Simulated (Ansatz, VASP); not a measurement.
TaN in VASP and in Ansatz

```
CELL_PARAMETERS angstrom
0.00000 2.26124 2.17427
2.26124 0.00000 2.17427
2.26124 2.26124 0.00000
ATOMIC_POSITIONS crystal
Ta 0.49564 0.50436 0.50436
N 0.05634 0.94366 0.94366
```

Change from the starting cell: mode 4 frozen in at -0.245 Å, equal normal strain along x and y +0.0400.

Alike in both runs: task single point; functional LDA; k mesh 18 × 18 × 18; occupations gaussian, width 0.15 eV; no spin polarisation.

```csv
,VASP,Ansatz
version,VASP 6.6.1,Ansatz 0.2.0
potentials or method,"VASP PAW LDA potentials, release 64 (Ta_sv_GW, N), cutoff 700 eV","scalar-relativistic, plane waves, PAW"
valence electrons in the cell,18,18
```

```tsv
	VASP	Ansatz	Ansatz less VASP
gap on the k mesh at the Fermi level (eV)	none	none	-
pressure (GPa)	-13.0	-13.8	-0.84
traceless stress, the component that is largest in VASP (GPa)	-15.26	-15.05	+0.210
rms of the force components (eV/Å)	1.122	1.094	-0.0279
```

LDA's correlation is that of Perdew and Zunger in VASP and of Perdew and Wang (1992) in Ansatz. Atom by atom the forces differ by 0.028 eV/Å (rms over components). A gap of «none» marks a metal or a gap that the smearing closes.

Spin-orbit coupling is off throughout.
